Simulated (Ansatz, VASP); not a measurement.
## Two plane-wave programs on AsSe2

```xyz
3
Lattice="0.0000 3.5253 3.5253 3.5253 0.0000 3.5253 3.5253 3.5253 0.0000" Properties=species:S:1:pos:R:3 pbc="T T T"
As    0.0000    0.0000    0.0000
Se    1.7626    1.7626    1.7626
Se    5.2879    5.2879    5.2879
```

Change from the starting cell: species swapped into the Al2Pt type (Fm-3m, No. 225).

Alike in both runs: task single point; functional PBE; k mesh 4 × 4 × 4; occupations gaussian, width 0.1 eV; no spin polarisation.

|  | VASP | Ansatz |
| --- | --- | --- |
| version | VASP 6.6.1 | Ansatz 0.2.0 |
| potentials or method | VASP PAW PBE potentials, release 64 (As, Se), cutoff 520 eV | scalar-relativistic, plane waves, PAW |
| valence electrons in the cell | 17 | 47 |

|  | VASP | Ansatz | Ansatz less VASP |
| --- | --- | --- | --- |
| gap on the k mesh at the Fermi level (eV) | none | none | - |
| pressure (GPa) | -8.0 | -8.0 | +0.01 |

A gap of «none» marks a metal or a gap that the smearing closes. With one functional, cell and mesh, what is left measures potentials, basis and numerics. VASP's potentials hold 17 valence electrons a cell and Ansatz's 47, so a difference there can come from the potentials and not from the codes.

The k mesh is coarse, so the values compare programs but aren't converged.
